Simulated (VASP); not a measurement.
SrSi2Pd3, 12 atoms in the cell. Symmetry: Imma, No. 74, orthorhombic system. The conventional cell has a = 7.181 Å, b = 10.092 Å, c = 5.779 Å, α = 90.00°, β = 90.00°, γ = 90.00°. Sr (site symmetry mm2) has 12 Pd at 3.18 to 3.67 Å and 6 Si at 3.22 to 3.51 Å and 2 Sr at 3.61 Å within 4.2 Å. Pd (site symmetry 2) has 4 Si at 2.47 to 2.50 Å and 5 Pd at 2.92 to 2.97 Å and 2 Sr at 3.18 Å within 3.3 Å. Pd (site symmetry 2/m) has 4 Si at 2.51 Å and 4 Pd at 2.92 Å and 2 Sr at 3.24 Å within 3.3 Å. Within 3.7 Å of Si (site symmetry m) lie 6 Pd at 2.47 to 2.51 Å and 4 Si at 2.69 to 3.66 Å and 3 Sr at 3.22 to 3.51 Å. 

- Program: VASP 6.6.1
- Task: single point
- Functional: PBE
- Potentials or basis: VASP PAW PBE potentials, release 64 (Sr_sv, Pd, Si)
- Cutoff: 520 eV
- k mesh: 4 × 4 × 4
- Occupations: gaussian, width 0.1 eV
- Spin: no spin polarisation
- Dipole correction: no
- Further INCAR settings: ALGO = Fast; EDIFF = 1e-07; NBANDS = 60

Potentials or basis: VASP PAW PBE potentials, release 64 (Sr_sv, Pd, Si).

Run with:

```console
$ cat potpaw_PBE.64/Sr_sv/POTCAR potpaw_PBE.64/Pd/POTCAR potpaw_PBE.64/Si/POTCAR > POTCAR
$ mpirun -np 1 vasp_std > vasp.out
```

Hardware: 1 thread of Intel Xeon 8259CL, on a shared host.

Question: How long does it take, and how much memory?

Answer: It took 20 min on 1 thread of Intel Xeon 8259CL, on a shared host, peak memory 0.51 GiB. Counts: scf iterations 21, k points 18.
